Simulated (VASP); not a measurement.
A run of VASP 6.6.1 is set up as follows.

INCAR

```
SYSTEM = HfB
PREC = Accurate ; ENCUT = 520
EDIFF = 1E-7 ; ISMEAR = 0
SIGMA = 0.1 ; LREAL = .False.
LASPH = .True. ; NELM = 60
ALGO = Normal ; ISIF = 2
LWAVE = .False. ; LCHARG = .False.
GGA = PS ; NBANDS = 21
```

File KPOINTS:

```
regular mesh
0
Gamma
  16 16 12
  0 0 0
```

File POSCAR:

```
HfB
1.0
    2.5016753519      2.5016753519      0.0000000000
   -2.5016753519      2.5016753519      0.0000000000
    0.0000000000      0.0000000000      4.7265488822
Hf B
2 2
Direct
    0.5000000000      0.5000000000      0.0000000000
    0.0000000000      0.0000000000      0.5000000000
    0.0000000000      0.0000000000      0.0000000000
    0.5000000000      0.5000000000      0.5000000000
```

Potentials or basis: VASP PAW PBE potentials, release 64 (Hf_pv, B).

Run with:

```bash
$ cat potpaw_PBE.64/Hf_pv/POTCAR potpaw_PBE.64/B/POTCAR > POTCAR
$ mpirun -np 1 vasp_std > vasp.out
```

**Question.** Predict the band gap on the k mesh.

**Answer.** Zero (bands 13 and 14 overlap by 3.40 eV).

**Question.** Predict the pressure.

**Answer.** -10.8 GPa.

Stress tensor (GPa, compression positive):
```
-16.29   0.00   0.00
  0.00 -16.29   0.00
  0.00   0.00   0.24
```

Caveat: the cell differs from its parent crystal (biaxial strain in the a-b plane: +4.5 %, then relaxed in part); the stress differs along the axes, from -16 to 0 GPa; the PAW data sets were made with another functional, which shifts forces and pressure a little; spin-orbit coupling is left out, which moves the levels of the heavy elements.
